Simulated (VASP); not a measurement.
# Hf (P6_3/mmc) in VASP: further runs

The runs below take Hf through density of states, electric field gradients, with PBEsol.

Program: VASP 6.6.1. These are calculated values, not measurements. Logs are shortened: lines on timing, memory, paths and dates and some standing lists are left out, and cuts for length are marked.

## Step 1: The cell of the first run

The structure is hexagonal, space group P6_3/mmc (No. 194). The conventional cell has a = 3.197 Å, b = 3.197 Å, c = 5.058 Å, α = 90.00°, β = 90.00°, γ = 120.00°. Hf (site symmetry -6m2) has 12 Hf at 3.13 to 3.20 Å within 4.1 Å.

## Step 2: Density of states, PBEsol

POSCAR

```
Hf
1.0
    3.1966985242      0.0000000000      0.0000000000
   -1.5983492621      2.7684221302      0.0000000000
    0.0000000000      0.0000000000      5.0578000000
Hf
2
Direct
    0.3333333333      0.6666666667      0.2500000000
    0.6666666667      0.3333333333      0.7500000000
```

INCAR.step1

```
SYSTEM = Hf
  PREC = Accurate
  ENCUT = 520
  EDIFF = 1E-6
  ISMEAR = -1
  SIGMA = 0.05
  LREAL = .False.
  LASPH = .True.
  NELM = 60
  ALGO = Normal
  ISIF = 2
  LWAVE = .False.
  LCHARG = .True.
  LMAXMIX = 4
  GGA = PS
  NBANDS = 17
```

KPOINTS.step1

```
Automatic mesh
0
Gamma
  13 13 7
  0 0 0
```

INCAR.step2

```
SYSTEM = Hf
  PREC = Accurate
  ENCUT = 520
  EDIFF = 1E-6
  ISMEAR = -5
  SIGMA = 0.05
  LREAL = .False.
  LASPH = .True.
  NELM = 60
  ALGO = Normal
  ISIF = 2
  LWAVE = .False.
  LCHARG = .False.
  LMAXMIX = 4
  GGA = PS
  LORBIT = 10
  NEDOS = 2001
  ICHARG = 11
```

KPOINTS.step2

```
Automatic mesh
0
Gamma
  20 20 11
  0 0 0
```

Potentials or basis: VASP PAW PBE potentials, release 64 (Hf_pv).

The run is started by

```console
cat potpaw_PBE.64/Hf_pv/POTCAR > POTCAR
cp INCAR.step1 INCAR
cp KPOINTS.step1 KPOINTS
mpirun -np 1 vasp_std > vasp.out
cp INCAR.step2 INCAR
cp KPOINTS.step2 KPOINTS
mpirun -np 1 vasp_std > vasp.out
```

OUTCAR:

```text
SYSTEM = Hf
   PREC = Accurate
   ENCUT = 520
   EDIFF = 1E-6
   ISMEAR = -5
   LREAL = .False.
   LASPH = .True.
   NELM = 60
   ISIF = 2
   GGA = PS
   LORBIT = 10
   ICHARG = 11

 ion  position               nearest neighbor table
   1  0.333  0.667  0.250-   2 3.13   2 3.13   2 3.13   2 3.13   2 3.13   2 3.13
   2  0.667  0.333  0.750-   1 3.13   1 3.13   1 3.13   1 3.13   1 3.13   1 3.13

  LATTYP: Found a hexagonal cell.
 ALAT       =     3.1966985242
 C/A-ratio  =     1.5821948681

  Lattice vectors:

 A1 = (   3.1966985242,   0.0000000000,   0.0000000000)
 A2 = (  -1.5983492621,   2.7684221302,   0.0000000000)
 A3 = (   0.0000000000,   0.0000000000,   5.0578000000)

Analysis of symmetry for initial positions (statically):
=====================================================================
 Subroutine PRICEL returns:
 Original cell was already a primitive cell.

 Routine SETGRP: Setting up the symmetry group for a
 hexagonal supercell.

 Subroutine GETGRP returns: Found 24 space group operations
 (whereof 12 operations were pure point group operations)
 out of a pool of 24 trial point group operations.

The static configuration has the point symmetry D_3d.
 The point group associated with its full space group is D_6h.

Analysis of symmetry for dynamics (positions and initial velocities):
=====================================================================
 Subroutine PRICEL returns:
 Original cell was already a primitive cell.

 Routine SETGRP: Setting up the symmetry group for a
 hexagonal supercell.

 Subroutine GETGRP returns: Found 24 space group operations
 (whereof 12 operations were pure point group operations)
 out of a pool of 24 trial point group operations.

The dynamic configuration has the point symmetry D_3d.
 The point group associated with its full space group is D_6h.

 Subroutine INISYM returns: Found 24 space group operations
 (whereof 12 operations are pure point group operations),
 and found     1 'primitive' translations

----------------------------------------------------------------------------------------

                                     Primitive cell

  volume of cell :      44.7606

  direct lattice vectors                    reciprocal lattice vectors
     3.196698524  0.000000000  0.000000000     0.312822743  0.180608295  0.000000000
    -1.598349262  2.768422130  0.000000000     0.000000000  0.361216589  0.000000000
     0.000000000  0.000000000  5.057800000     0.000000000  0.000000000  0.197714421

  length of vectors
[... 98 lines left out ...]
   EFERMI =   0.00;   METHOD = LEGACY
   ISMEAR =    -5;   SIGMA  =   0.05  broadening in eV -4-tet -1-fermi 0-gaus
   EFERMI_NEDOS =   21; number of points for ismear=-14 and -15
   IALGO  =     38    algorithm
   IMIX   =      4    mixing-type and parameters
     AMIX     =   0.40;   BMIX     =  1.00
     AMIX_MAG =   1.60;   BMIX_MAG =  1.00
  volume/ion in A,a.u.               =      22.38       151.03
  Fermi-wavevector in a.u.,A,eV,Ry     =   1.251564  2.365112 21.312324  1.566412
  Thomas-Fermi vector in A             =   2.385505
   LORBIT       =     10    0 simple, 1 ext, 2 COOP (PROOUT), +10 PAW based schemes
   GGA     = PS    functional components
   LHFCALC =     F    Hartree Fock is set to
   AEXX    =    0.0000 exact exchange contribution
   IVDW    =     0    specifies the selected vdW correction
   LEPSILON=     F    determine dielectric tensor
   LRPA    =     F    only Hartree local field effects (RPA)
 non-spin polarized calculation
 Fermi weights with tetrahedron method with Bloechl corrections
  energy-cutoff  :      520.00
  volume of cell :       44.76
 maximum number of plane-waves:      1220
 NGX is ok and might be reduce to    24

 number of electron      20.0000004 magnetization

 Free energy of the ion-electron system (eV)
  ---------------------------------------------------
  ext. energy  EPLUGINS =         0.00000000
  ---------------------------------------------------
  free energy    TOTEN  =       -20.98420577 eV

  energy without entropy =      -20.98420577  energy(sigma->0) =      -20.98420577

 E-fermi :   4.7732     XC(G=0): -11.3894

 val. band max:        4.8029060518   @ k =   0.0000   0.0000   0.2727
 cond. band min:       4.7381327496   @ k =   0.4000   0.1500   0.3636
 fundamental gap:     -0.0647733021
 Fermi energy:         4.7732467795

 k-point     1 :       0.0000    0.0000    0.0000
  band No.  band energies     occupation
      1     -26.2749      2.00000
      2     -25.5277      2.00000
      3     -25.5277      2.00000
      4     -25.4028      2.00000
      5     -25.3990      2.00000
      6     -25.3990      2.00000
      7      -2.6295      2.00000
      8       1.0411      2.00000
      9       5.4252      0.00000
     10       5.9231      0.00000
     11       5.9231      0.00000
     12       6.1994      0.00000
     13       6.7418      0.00000
     14       6.7419      0.00000
[... 377 lines left out ...]
      1     -26.0570      2.00000
      2     -25.8976      2.00000
      3     -25.8038      2.00000
      4     -25.6472      2.00000
      5     -25.5193      2.00000
      6     -25.4859      2.00000
      7      -0.1156      2.00000
      8       2.7462      2.00000
      9       3.2781      2.00000
     10       3.8868      2.00000
     11       5.4770      0.00000
     12       5.5798      0.00000
     13       6.2661      0.00000
     14       8.1473      0.00000

 [... further k-points ...]
[... 5 lines left out ...]
  --------------------------------------------------------------------------------------
  -------------------------------------------------------------------------------------
  Total       -1.1621530     -1.1621530     -1.1653679      0.0000000     -0.0000000      0.0000000
  in kB      -41.5985559    -41.5985559    -41.7136311      0.0000000     -0.0000000      0.0000000
  external PRESSURE =     -41.6369143 kB  Pullay stress =       0.0000000 kB

 VOLUME and BASIS-vectors are now :
 -----------------------------------------------------------------------------
  energy-cutoff  :      520.00
  volume of cell :       44.76
      direct lattice vectors                 reciprocal lattice vectors
     3.196698524  0.000000000  0.000000000     0.312822743  0.180608295  0.000000000
    -1.598349262  2.768422130  0.000000000     0.000000000  0.361216589  0.000000000
     0.000000000  0.000000000  5.057800000     0.000000000  0.000000000  0.197714421

 POSITION                                       TOTAL-FORCE (eV/Angst)
 -----------------------------------------------------------------------------------
     -0.00000      1.84561      1.26445        -0.000000      0.000000      0.000000
      1.59835      0.92281      3.79335         0.000000      0.000000      0.000000
 -----------------------------------------------------------------------------------
    total drift:                               -0.000000      0.000000     -0.000000

  FREE ENERGIE OF THE ION-ELECTRON SYSTEM (eV)
  ---------------------------------------------------
  free  energy   TOTEN  =       -20.9842057690 eV

  energy  without entropy=      -20.9842057690  energy(sigma->0) =      -20.98420577

 total charge

# of ion       s       p       d       tot
------------------------------------------
    1        0.393   6.387   1.551   8.331
    2        0.393   6.387   1.551   8.331
--------------------------------------------------
tot          0.786  12.773   3.102  16.661
```

OUTCAR.step1:

```text
SYSTEM = Hf
   PREC = Accurate
   ENCUT = 520
   EDIFF = 1E-6
   ISMEAR = -1
   LREAL = .False.
[... 705 lines left out ...]
     -0.00000      1.84561      1.26445        -0.000000      0.000000      0.000000
      1.59835      0.92281      3.79335         0.000000     -0.000000      0.000000
 -----------------------------------------------------------------------------------
    total drift:                               -0.000000      0.000000     -0.000000

  FREE ENERGIE OF THE ION-ELECTRON SYSTEM (eV)
  ---------------------------------------------------
  free  energy   TOTEN  =       -20.9900337034 eV

  energy  without entropy=      -20.9767716772  energy(sigma->0) =      -20.98340269
```

Wall time 39 s (1 thread of Intel Xeon 6975P-C (Granite Rapids), shared host); peak memory 0.26 GiB.

What came out:

```
Valence electrons inside the program's atomic spheres : Hf 8.33
```

Levels at points of the mesh, in eV from the Fermi level:
| k point | band 8 | band 9 | band 10 | band 11 | band 12 | band 13 |
| --- | --- | --- | --- | --- | --- | --- |
| (0.00, 0.00, 0.00) | -3.73 | 0.65 | 1.15 | 1.15 | 1.43 | 1.97 |
| (0.50, 0.00, 0.00) | -2.77 | -2.24 | -0.80 | 0.76 | 0.85 | 1.65 |

Caveat: the PAW data sets were made with another functional, which shifts forces and pressure a little; spin-orbit coupling is left out, which moves the levels of the heavy elements; tetrahedron occupations give inexact forces and stress in metals.

## Step 3: Electric field gradients, PBEsol (volume scaled by 0.94)

INCAR

```
PREC = Accurate
ENCUT = 520
EDIFF = 1E-8
ISMEAR = -1
SIGMA = 0.05
LREAL = F
LASPH = T
NELM = 60
ALGO = Normal
ISIF = 2
LWAVE = F
LCHARG = F
GGA = PS
LEFG = T
NBANDS = 17
```

KPOINTS

```
regular mesh
0
Gamma
  13 13 7
```

POSCAR

```
Hf
1.0
    3.1314414681      0.0000000000      0.0000000000
   -1.5657207340      2.7119078618      0.0000000000
    0.0000000000      0.0000000000      4.9545506207
Hf
2
Direct
    0.3333333333      0.6666666667      0.2500000000
    0.6666666667      0.3333333333      0.7500000000
```

Potentials or basis: VASP PAW PBE potentials, release 64 (Hf_pv).

The run is started by

```console
cat potpaw_PBE.64/Hf_pv/POTCAR > POTCAR
mpirun -np 1 vasp_std > vasp.out
```

OUTCAR:

```text
PREC = Accurate
   ENCUT = 520
   EDIFF = 1E-8
   ISMEAR = -1
   LREAL = F
   LASPH = T
   NELM = 60
   ISIF = 2
   GGA = PS

 ion  position               nearest neighbor table
   1  0.333  0.667  0.250-   2 3.07   2 3.07   2 3.07   2 3.07   2 3.07   2 3.07
   2  0.667  0.333  0.750-   1 3.07   1 3.07   1 3.07   1 3.07   1 3.07   1 3.07

  LATTYP: Found a hexagonal cell.
 ALAT       =     3.1314414681
 C/A-ratio  =     1.5821948681

  Lattice vectors:

 A1 = (   3.1314414681,   0.0000000000,   0.0000000000)
 A2 = (  -1.5657207340,   2.7119078618,   0.0000000000)
 A3 = (   0.0000000000,   0.0000000000,   4.9545506207)

Analysis of symmetry for initial positions (statically):
=====================================================================
 Subroutine PRICEL returns:
 Original cell was already a primitive cell.

 Routine SETGRP: Setting up the symmetry group for a
 hexagonal supercell.

 Subroutine GETGRP returns: Found 24 space group operations
 (whereof 12 operations were pure point group operations)
 out of a pool of 24 trial point group operations.

The static configuration has the point symmetry D_3d.
 The point group associated with its full space group is D_6h.

Analysis of symmetry for dynamics (positions and initial velocities):
=====================================================================
 Subroutine PRICEL returns:
 Original cell was already a primitive cell.

 Routine SETGRP: Setting up the symmetry group for a
 hexagonal supercell.

 Subroutine GETGRP returns: Found 24 space group operations
 (whereof 12 operations were pure point group operations)
 out of a pool of 24 trial point group operations.

[... 153 lines left out ...]
 fundamental gap:      0.0074733531
 Fermi energy:         5.1984736478

 k-point     1 :       0.0000    0.0000    0.0000
  band No.  band energies     occupation
      1     -25.8065      2.00000
      2     -24.8950      2.00000
      3     -24.8950      2.00000
      4     -24.7390      2.00000
      5     -24.7390      2.00000
      6     -24.7357      2.00000
[... 457 lines left out ...]
      4     -24.9364      2.00000
      5     -24.7843      2.00000
      6     -24.7693      2.00000
[... 9 lines left out ...]
     16       8.1410      0.00000
     17      11.3361      0.00000

 [... further k-points ...]
[... 5 lines left out ...]
  --------------------------------------------------------------------------------------
  -------------------------------------------------------------------------------------
  Total        0.7310123      0.7310123      0.7906891      0.0000000      0.0000000     -0.0000000
  in kB       27.8363175     27.8363175     30.1087577      0.0000000      0.0000000     -0.0000000
  external PRESSURE =      28.5937976 kB  Pullay stress =       0.0000000 kB

 VOLUME and BASIS-vectors are now :
 -----------------------------------------------------------------------------
  energy-cutoff  :      520.00
  volume of cell :       42.07
      direct lattice vectors                 reciprocal lattice vectors
     3.131441468  0.000000000  0.000000000     0.319341750  0.184372046  0.000000000
    -1.565720734  2.711907862  0.000000000     0.000000000  0.368744091  0.000000000
     0.000000000  0.000000000  4.954550621     0.000000000  0.000000000  0.201834652

 POSITION                                       TOTAL-FORCE (eV/Angst)
 -----------------------------------------------------------------------------------
     -0.00000      1.80794      1.23864         0.000000      0.000000      0.000000
      1.56572      0.90397      3.71591        -0.000000      0.000000      0.000000
 -----------------------------------------------------------------------------------
    total drift:                                0.000000     -0.000000      0.000000

  FREE ENERGIE OF THE ION-ELECTRON SYSTEM (eV)
  ---------------------------------------------------
  free  energy   TOTEN  =       -21.0027323222 eV

  energy  without entropy=      -20.9889183320  energy(sigma->0) =      -20.99582533

 Electric field gradients (V/A^2)
---------------------------------------------------------------------
 ion       V_xx      V_yy      V_zz      V_xy      V_xz      V_yz
---------------------------------------------------------------------
   1     -47.507   -47.507    95.014    -0.000    -0.000     0.000
   2     -47.507   -47.507    95.014    -0.000     0.000    -0.000
---------------------------------------------------------------------

 Electric field gradients after diagonalization (V/A^2)
 (convention: |V_zz| > |V_xx| > |V_yy|)
----------------------------------------------------------------------
 ion       V_xx      V_yy      V_zz     asymmetry (V_yy - V_xx)/ V_zz
----------------------------------------------------------------------
   1     -47.507   -47.507    95.014       0.000
   2     -47.507   -47.507    95.014       0.000
----------------------------------------------------------------------

           NMR quadrupolar parameters

 Cq : quadrupolar parameter    Cq=e*Q*V_zz/h
 eta: asymmetry parameters     (V_yy - V_xx)/ V_zz
 Q  : nuclear electric quadrupole moment in mb (millibarn)
----------------------------------------------------------------------
 ion       Cq(MHz)       eta       Q (mb)
----------------------------------------------------------------------
   1       0.230       0.000       1.000
   2       0.230       0.000       1.000
----------------------------------------------------------------------
```

Wall time 18 s (1 thread of Intel Xeon 6975P-C (Granite Rapids), shared host); peak memory 0.19 GiB.

What came out:

| Quantity | Value |
| --- | --- |
| Free energy | -21.0027 eV |
| Pressure | 2.9 GPa |
| Band gap on the k mesh | zero (band 10 reaches 6.37 eV, above the bottom of band 11 at 4.83 eV) |

Levels at points of the mesh, in eV from the Fermi level:
| k point | band 6 | band 7 | band 8 | band 9 | band 10 | band 11 | band 12 | band 13 | band 14 | band 15 |
| --- | --- | --- | --- | --- | --- | --- | --- | --- | --- | --- |
| (0.00, 0.00, 0.00) | -29.93 | -7.60 | -3.92 | 0.90 | 1.17 | 1.17 | 1.47 | 2.06 | 2.06 | 2.74 |

Electric field gradients, principal values (V/Å²):
| atom | least | middle | greatest (by size) |
| --- | --- | --- | --- |
| 1 Hf | -47.507 | -47.507 | 95.014 |
| 2 Hf | -47.507 | -47.507 | 95.014 |

Caveat: without QUAD_EFG the Cq values of the log hold for a quadrupole moment of 1 mb, not for the nuclei; the PAW data sets were made with another functional, which shifts forces and pressure a little; spin-orbit coupling is left out, which moves the levels of the heavy elements.

(Part 1 of 2 ends here.)
